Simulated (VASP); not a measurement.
Write the native input for VASP 6.6.1 that does the following.

| Quantity | Value |
| --- | --- |
| Task | single point |
| Functional | PBE |
| Potentials or basis | VASP PAW PBE potentials, release 64 (Zn) |
| Cutoff | 520 eV |
| k mesh | 7 × 7 × 7 |
| Occupations | fermi-dirac, width 0.1 eV |
| Spin | no spin polarisation |
| Dipole correction | no |
| Further INCAR settings | ALGO = Normal; EDIFF = 1e-06; NBANDS = 19 |

The structure of Zn lies in POSCAR:

```
Zn
1.0
    0.0000000000      2.9183384801      2.9183384801
    2.9183384801      0.0000000000      2.9183384801
    2.9183384801      2.9183384801      0.0000000000
Zn
2
Direct
    0.0000000000      0.0000000000      0.0000000000
    0.2500000000      0.2500000000      0.2500000000
```

The input as run:

INCAR

```
SYSTEM = Zn
  ALGO = Normal
  EDIFF = 1E-6
  ENCUT = 520
  GGA = PE
  ISIF = 2
  ISMEAR = -1
  LASPH = .TRUE.
  LCHARG = .TRUE.
  LELF = .TRUE.
  LREAL = .FALSE.
  LVHAR = .TRUE.
  LWAVE = .FALSE.
  NBANDS = 19
  NELM = 80
  PREC = Accurate
  SIGMA = 0.1
```

KPOINTS

```
k-points
0
G
  7 7 7
  0 0 0
```

Potentials or basis: VASP PAW PBE potentials, release 64 (Zn).

Command:

```bash
$ cat potpaw_PBE.64/Zn/POTCAR > POTCAR
$ mpirun -np 1 vasp_std > vasp.out
```

It gave:

The pressure is 0.1 GPa and the band gap on the k mesh is zero (band 12 reaches 5.42 eV, above the bottom of band 13 at -0.22 eV).

Run time: 7.5 s on 1 thread of Intel Xeon 6975P-C, on a shared host, peak memory 0.17 GiB.
